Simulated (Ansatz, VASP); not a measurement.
# AlNi in VASP and in Ansatz

INCAR

```
PREC = Accurate
ENCUT = 520
EDIFF = 1E-6
ISMEAR = 0
SIGMA = 0.1
LREAL = F
LASPH = T
NELM = 80
ALGO = Normal
ISIF = 2
LWAVE = F
LCHARG = F
GGA = PE
NBANDS = 14
```

File KPOINTS:

```
regular mesh
0
Gamma
  14 14 14
```

File POSCAR:

```
AlNi
1.0
    2.8930835326      0.0000000000      0.0000000000
    0.0000000000      2.8930835326      0.0000000000
    0.0000000000      0.0000000000      2.8930835326
Al Ni
1 1
Direct
    0.0000000000      0.0000000000      0.0000000000
    0.5000000000      0.5000000000      0.5000000000
```

Input for Ansatz:

```yaml
crystal:
  lattice:
    - [2.8930835339, 0.0, 0.0]
    - [0.0, 2.8930835339, 0.0]
    - [0.0, 0.0, 2.8930835339]
  atoms:
    - { symbol: Al, position: [0.0, 0.0, 0.0] }
    - { symbol: Ni, position: [0.5, 0.5, 0.5] }
basis:
  ecutwfc: 420
kpoints:
  mp_grid: { grid: [14, 14, 14] }
  band_path:
    path:
      - [[0.0, 0.0, 0.0], [0.0, 0.5, 0.0], [0.5, 0.5, 0.0], [0.0, 0.0, 0.0], [0.5, 0.5, 0.5], [0.0, 0.5, 0.0]]
      - [[0.5, 0.5, 0.5], [0.5, 0.5, 0.0]]
    npoints: 14
hamiltonian:
  xc: pbe
scf:
  occupations: { method: gaussian, width: 0.1 }
  n_extra_bands: 6
output:
  forces: true
  stress: true
  eigenvalues: true
  populations: true
  dos: { projected: true, de: 0.02, nscf_kmesh: { grid: [21, 21, 21] } }
  bader: true
  write_density: true
  write_potential: true
  elf: true
  volumetric_format: npy
```

Alike in both runs: task single point; functional PBE; k mesh 14 × 14 × 14; occupations gaussian, width 0.1 eV; no spin polarisation.

```csv
,VASP,Ansatz
version,VASP 6.6.1,Ansatz 0.2.0
potentials or method,"VASP PAW PBE potentials, release 64 (Al, Ni), cutoff 520 eV","scalar-relativistic, plane waves, PAW"
valence electrons in the cell,13,21
```

```tsv
	VASP	Ansatz	Ansatz less VASP
gap on the k mesh at the Fermi level (eV)	none	none	-
pressure (GPa)	0.0	0.0	+0.04
```

A gap of «none» marks a metal or a gap that the smearing closes. The functional is the same, so the differences come from potentials, cutoffs and numerics. VASP's potentials hold 13 valence electrons a cell and Ansatz's 21, so a difference there can come from the potentials and not from the codes.
